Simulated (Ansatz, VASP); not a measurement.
## One calculation of Eu, two programs

```
Eu
1.0
    -2.12168    2.12168    2.12168
     2.12168   -2.12168    2.12168
     2.12168    2.12168   -2.12168
Eu
1
Direct
  0.00000 0.00000 0.00000
```

Alike in both runs: functional PBEsol; k mesh 10 × 10 × 10; occupations fermi-dirac, width 0.05 eV; collinear spin.

Ansatz relaxed the structure, and its values are those at the end. VASP's run is a single point on that final structure, the one shown.

```csv
,VASP,Ansatz
version,VASP 6.6.1,Ansatz 0.2.0
potentials or method,"VASP PAW PBE potentials, release 64 (Eu)",scalar-relativistic
plane-wave cutoff (eV),520,660
valence electrons in the cell,17,17
```

|  | VASP | Ansatz | Ansatz less VASP |
| --- | --- | --- | --- |
| gap on the k mesh at the Fermi level (eV) | none | none | - |
| pressure (GPa) | 0.0 | 0.0 | 0.00 |
| net moment per atom (μB) | 7.25 | 7.25 | +0.008 |
| size of the moment on the site where the two differ most (μB) | 6.67 | 6.99 | +0.326 |

VASP's potentials were made for PBE, not for PBEsol. Site moments also hang on the region over which each program counts them. A gap of «none» marks a metal or a gap that the smearing closes. Ansatz's warnings: written density without core change.

Spin-orbit coupling is off throughout.
